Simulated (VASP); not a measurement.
**SrTiO3: single point with r2SCAN+U**

SrTiO3:

```xyz
5
Lattice="3.9177 0.0000 0.0000 0.0000 3.9177 0.0000 0.3526 0.0000 3.9177" Properties=species:S:1:pos:R:3 pbc="T T T"
Sr    0.0000    0.0000    0.0000
Ti    2.1352    1.9589    1.9589
O     2.1352    0.0000    1.9589
O     1.9589    1.9589    0.0000
O     0.1763    1.9589    1.9589
```

```
Program                : VASP 6.6.1
Task                   : single point
Functional             : r2SCAN
Potentials or basis    : VASP PAW PBE potentials, release 64 (Sr_sv, Ti_sv, O)
Cutoff                 : 520 eV
k mesh                 : 6 × 6 × 6
Occupations            : gaussian, width 0.02 eV
Spin                   : no spin polarisation
Hubbard terms          : Ti d U = 4.0 eV
Dipole correction      : no
Further INCAR settings : ALGO = Normal; EDIFF = 1e-06; NBANDS = 28
```

The pressure is 3.5 GPa. The band gap on the k mesh is 2.50 eV, indirect (least direct gap 2.73 eV).

Stress tensor (GPa, compression positive):
```
  2.99   0.00 -11.08
  0.00   3.44   0.00
-11.08   0.00   3.94
```

Levels at points of the mesh, in eV from the valence-band top:
| k point | band 17 | band 18 | band 19 | band 20 | band 21 | band 22 | band 23 | band 24 |
| --- | --- | --- | --- | --- | --- | --- | --- | --- |
| (0.00, 0.00, 0.00) | -1.20 | -0.73 | -0.60 | -0.23 | 2.50 | 2.60 | 2.84 | 4.42 |
| (0.50, 0.00, 0.00) | -2.34 | -2.14 | -0.98 | -0.96 | 2.87 | 4.36 | 4.53 | 4.57 |
| (0.00, 0.50, 0.00) | -2.33 | -2.07 | -1.37 | -0.46 | 2.86 | 4.43 | 4.44 | 4.58 |
| (0.50, 0.50, 0.00) | -2.09 | -1.71 | -1.67 | -0.21 | 4.45 | 4.51 | 5.04 | 5.37 |
| (0.00, 0.00, 0.50) | -2.29 | -2.14 | -0.97 | -0.96 | 2.87 | 4.36 | 4.49 | 4.55 |
| (0.50, 0.00, 0.50) | -2.11 | -1.80 | -1.69 | -0.09 | 4.37 | 4.64 | 4.98 | 5.44 |
| (0.00, 0.50, 0.50) | -2.09 | -1.74 | -1.69 | -0.23 | 4.41 | 4.50 | 5.02 | 5.41 |
| (0.50, 0.50, 0.50) | -3.59 | -0.19 | -0.07 | 0.00 | 5.12 | 5.18 | 5.32 | 7.08 |

Eigenvalues of the final occupation matrices:
| site | spin | trace | eigenvalues |
| --- | --- | --- | --- |
| site 2 d | 1 | 0.78 | 0.09 0.10 0.10 0.25 0.25 |
| site 2 d | 2 | 0.78 | 0.09 0.10 0.10 0.25 0.25 |

It took 16 min on 1 thread of Oxide Virtual Turin-like Processor, with other jobs on the host, peak memory 0.24 GiB.

Caveat: the PAW data sets were made with another functional, which shifts forces and pressure a little. A k mesh can miss the band edges.
